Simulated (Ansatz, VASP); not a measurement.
One calculation of Si2W, two programs

```xyz
3
Lattice="-1.5846 1.5846 3.8500 1.5846 -1.5846 3.8500 1.5846 1.5846 -3.8500" Properties=species:S:1:pos:R:3 pbc="T T T"
Si    0.0000    0.0000    2.5728
Si    0.0000    0.0000    5.1273
W     0.0000    0.0000    0.0000
```

Alike in both runs: functional r2SCAN; k mesh 13 × 13 × 13; occupations fermi-dirac, width 0.1 eV; no spin polarisation.

Ansatz relaxed the structure, and its values are those at the end. VASP's run is a single point on that final structure, the one shown.

|  | VASP | Ansatz |
| --- | --- | --- |
| version | VASP 6.6.1 | Ansatz 0.2.0 |
| potentials or method | VASP PAW PBE potentials, release 64 (Si, W_sv), cutoff 520 eV | PAW plane waves |
| valence electrons in the cell | 22 | 22 |

Ansatz gave:

- pressure (GPa): 10.5
- rms of the force components (eV/Å): 0.000

**Question.** Which values does VASP return?

**Answer.** Pressure (GPa): 10.6; rms of the force components (eV/Å): 0.003.

VASP's potentials were made for PBE, not for r2SCAN. Ansatz's warnings: stress scf threshold loose.

Neither program's run includes spin-orbit coupling.
